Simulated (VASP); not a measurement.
Wanted: the native input for a VASP 6.6.1 run.

```
Task                   : single point
Functional             : LDA
Potentials or basis    : VASP PAW LDA potentials, release 64 (Mg, O)
Cutoff                 : 520 eV
k mesh                 : 8 × 8 × 8
Occupations            : gaussian, width 0.1 eV
Spin                   : no spin polarisation
Dipole correction      : no
Further INCAR settings : ALGO = Normal; EDIFF = 1e-06; NBANDS = 11
```

The structure of MgO (vib) lies in POSCAR:

```
MgO
1.0
    0.0000000000      2.0816499858      2.0816499858
    2.0816499858      0.0000000000      2.0816499858
    2.0816499858      2.0816499858      0.0000000000
Mg O
1 1
Direct
    0.0000000000      0.0000000000      0.0000000000
    0.5000000000      0.5000000000      0.5000000000
```

The input as run:

INCAR

```
PREC = Accurate
ENCUT = 520
EDIFF = 1E-6
ISMEAR = 0
SIGMA = 0.1
LREAL = F
LASPH = T
NELM = 80
ALGO = Normal
ISIF = 2
LWAVE = F
LCHARG = F
NBANDS = 11
```

KPOINTS

```
Automatic mesh
0
Gamma
  8 8 8
```

Potentials or basis: VASP PAW LDA potentials, release 64 (Mg, O).

The run is started by

```bash
$ cat potpaw_LDA.64/Mg/POTCAR potpaw_LDA.64/O/POTCAR > POTCAR
$ mpirun -np 1 vasp_std > vasp.out
```

It gave:

```
Pressure               : -2.2 GPa
Band gap on the k mesh : 5.00 eV, direct
```

Run time: 3 s on 1 thread of Intel(R) Xeon(R) Platinum 8488C (Sapphire Rapids), with other jobs on the host, peak memory 0.13 GiB.
